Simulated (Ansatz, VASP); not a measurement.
**KCl: VASP beside Ansatz**

```
K Cl
1.0
     3.72402    0.00000    0.00000
     0.00000    3.72402    0.00000
     0.00000    0.00000    3.95437
K Cl
1 1
Direct
  0.00000 0.00000 0.00000
  0.50000 0.50000 0.50000
```

Change from the starting cell: strain -0.030 along x and y, +0.030 along z, atoms carried along.

Alike in both runs: task single point; functional PBE; k mesh 6 × 6 × 6; occupations gaussian, width 0.05 eV; no spin polarisation.

|  | VASP | Ansatz |
| --- | --- | --- |
| version | VASP 6.6.1 | Ansatz 0.2.0 |
| potentials or method | VASP PAW PBE potentials, release 64 (K_sv, Cl), cutoff 520 eV | scalar-relativistic, plane waves, PAW |
| valence electrons in the cell | 16 | 16 |

```tsv
	VASP	Ansatz	Ansatz less VASP
gap on the k mesh at the Fermi level (eV)	4.78	4.78	+0.001
least direct gap on the mesh (eV)	4.97	4.97	0.000
pressure (GPa)	0.6	0.6	-0.02
traceless stress, the component that is largest in VASP (GPa)	-1.78	-1.78	-0.004
```

The functional is the same, so the differences come from potentials, cutoffs and numerics.
